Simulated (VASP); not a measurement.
Write the native input for VASP 6.6.1 that does the following.

```yaml
Task: single point
Functional: r2SCAN
Dispersion: D3(BJ)
Potentials_or_basis: VASP PAW PBE potentials, release 64 (Ta_pv, F)
Cutoff: 660 eV
k_mesh: 6 × 6 × 6
Occupations: gaussian, width 0.05 eV
Spin: collinear spin
Starting_moments: "[1.0, 0.0, 0.0, 0.0] μB"
Dipole_correction: no
Further_INCAR_settings: ALGO = Normal; EDIFF = 1e-06; NBANDS = 28
```

Crystal: TaF3.

```
Ta F
1.0
     4.18037    0.00000    0.00000
     0.00000    4.18037    0.00000
     0.00000    0.00000    4.18037
Ta F
1 3
Direct
  0.00000 0.00000 0.00000
  0.50000 0.00000 0.00000
  0.00000 0.50000 0.00000
  0.00000 0.00000 0.50000
```

The input as run:

POSCAR

```
TaF3
1.0
    4.1803650066      0.0000000000      0.0000000000
    0.0000000000      4.1803650066      0.0000000000
    0.0000000000      0.0000000000      4.1803650066
Ta F
1 3
Direct
    0.0000000000      0.0000000000      0.0000000000
    0.5000000000      0.0000000000      0.0000000000
    0.0000000000      0.5000000000      0.0000000000
    0.0000000000      0.0000000000      0.5000000000
```

INCAR.step1

```
SYSTEM = TaF3
PREC     = Accurate       ! precision mode
ENCUT    = 660            ! plane-wave cutoff, eV
ISMEAR   = 0              ! smearing method
SIGMA    = 0.05           ! smearing width, eV
LREAL    = .False.        ! projectors in reciprocal space
LASPH    = .True.         ! aspherical terms in the spheres
NELM     = 200            ! most SCF steps
ISPIN    = 2              ! spin polarisation
MAGMOM   = 1 0 0 0        ! initial moments
LMAXMIX  = 4              ! l up to which the mixer works
NBANDS   = 28             ! bands
GGA      = PE             ! functional
ALGO     = Normal         ! electronic algorithm
EDIFF    = 1E-5           ! SCF threshold, eV
LWAVE    = .True.         ! write WAVECAR
LCHARG   = .False.        ! write CHGCAR
GGA_COMPAT= .False.
```

INCAR.step2

```
SYSTEM = TaF3
PREC     = Accurate       ! precision mode
ENCUT    = 660            ! plane-wave cutoff, eV
EDIFF    = 1E-6           ! SCF threshold, eV
ISMEAR   = 0              ! smearing method
SIGMA    = 0.05           ! smearing width, eV
LREAL    = .False.        ! projectors in reciprocal space
LASPH    = .True.         ! aspherical terms in the spheres
NELM     = 200            ! most SCF steps
ALGO     = Normal         ! electronic algorithm
ISIF     = 2              ! what is computed and relaxed
LWAVE    = .False.        ! write WAVECAR
LCHARG   = .True.         ! write CHGCAR
ISPIN    = 2              ! spin polarisation
MAGMOM   = 1 0 0 0        ! initial moments
LORBIT   = 11             ! projections on sites
LMAXMIX  = 4              ! l up to which the mixer works
METAGGA  = R2SCAN         ! meta-GGA
LMIXTAU  = .True.       
IVDW     = 12             ! dispersion correction
VDW_S6   = 1.0          
VDW_S8   = 0.78981345   
VDW_A1   = 0.49484001   
VDW_A2   = 5.73083694   
LELF     = .True.         ! ELF
LVHAR    = .True.       
NBANDS   = 28             ! bands
ISTART   = 1            
GGA_COMPAT= .False.
```

KPOINTS

```
regular mesh
0
Gamma
  6 6 6
  0 0 0
```

Potentials or basis: VASP PAW PBE potentials, release 64 (Ta_pv, F).

Run with:

```sh
$ cat potpaw_PBE.64/Ta_pv/POTCAR potpaw_PBE.64/F/POTCAR > POTCAR
$ cp INCAR.step1 INCAR
$ mpirun -np 1 vasp_std > vasp.out
$ cp INCAR.step2 INCAR
$ mpirun -np 1 vasp_std > vasp.out
```

Results of the run:

The pressure is -3.9 GPa and the band gap on the k mesh is zero (filled and empty bands overlap). The net moment is 2.00 μB per cell. The site moments are Ta +1.57; F +0.02 μB. The valence electrons inside the program's atomic spheres are Ta 8.63; F 6.14 and the dispersion energy per atom is -0.048 eV.

Caveat: three body term missing; the cell stands under tension; the PAW data sets were made with another functional, which shifts forces and pressure a little; spin-orbit coupling is left out, which moves the levels of the heavy elements.

Run time: 6.5 min on 1 thread of Intel Xeon 8259CL, with other jobs on the host, peak memory 0.32 GiB.
